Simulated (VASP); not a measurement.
**Nb2Si: single point with PBE**

Nb2Si, a sheet with vacuum:

```xyz
3
Lattice="3.4802 0.0000 0.0000 -1.7401 3.0139 0.0000 0.0000 0.0000 29.1602" Properties=species:S:1:pos:R:3 pbc="T T T"
Nb    0.0000    2.0093    7.1340
Nb    1.7401    1.0046    9.8661
Si    0.0000    0.0000    8.4999
```

```
Program             : VASP 6.6.1
Task                : single point
Functional          : PBE
Potentials or basis : VASP PAW PBE potentials, release 64 (Nb_sv, Si)
Cutoff              : 520 eV
k mesh              : 9 × 9 × 1
Occupations         : fermi-dirac, width 0.05 eV
Spin                : no spin polarisation
```

```json
{
 "Largest force": "0.013 eV/Å",
 "Band gap on the k mesh": "zero (bands 15 and 16 overlap by 0.30 eV)"
}
```

Forces in eV/Å, atoms in the order of the input:
```
Nb   0.000  0.000  0.010
Nb   0.000  0.000 -0.013
Si   0.000  0.000  0.002
```

Levels at points of the mesh, in eV from the Fermi level:
```csv
k point,band 11,band 12,band 13,band 14,band 15,band 16,band 17,band 18,band 19,band 20
"(0.00, 0.00, 0.00)",-2.00,-2.00,-1.15,-0.40,-0.40,-0.23,-0.07,0.26,0.26,1.69
```

Run time: 12 min on 1 thread of Intel Xeon 8259CL, on a shared host, peak memory 0.51 GiB.
